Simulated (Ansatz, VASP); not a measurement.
## Ir: VASP beside Ansatz

```xyz
1
Lattice="0.0000 1.9061 1.9061 1.9061 0.0000 1.9061 1.9061 1.9061 0.0000" Properties=species:S:1:pos:R:3 pbc="T T T"
Ir    0.0000    0.0000    0.0000
```

Alike in both runs: task single point; functional LDA; k mesh 14 × 14 × 14; occupations gaussian, width 0.03 eV; no spin polarisation.

|  | VASP | Ansatz |
| --- | --- | --- |
| version | VASP 6.6.1 | Ansatz 0.2.0 |
| potentials or method | VASP PAW LDA potentials, release 64 (Ir_sv_GW), cutoff 560 eV | plane waves (420 eV) with PAW, scalar-relativistic |
| valence electrons in the cell | 17 | 17 |

Ansatz gave:

```
pressure (GPa) : -0.2
```

Task: Which values does VASP return?

Result: Pressure (GPa): -0.5.

Ansatz warns that its potentials were made for another functional, while VASP's fit it. LDA's correlation is that of Perdew and Zunger in VASP and of Perdew and Wang (1992) in Ansatz.

Spin-orbit coupling is off throughout.
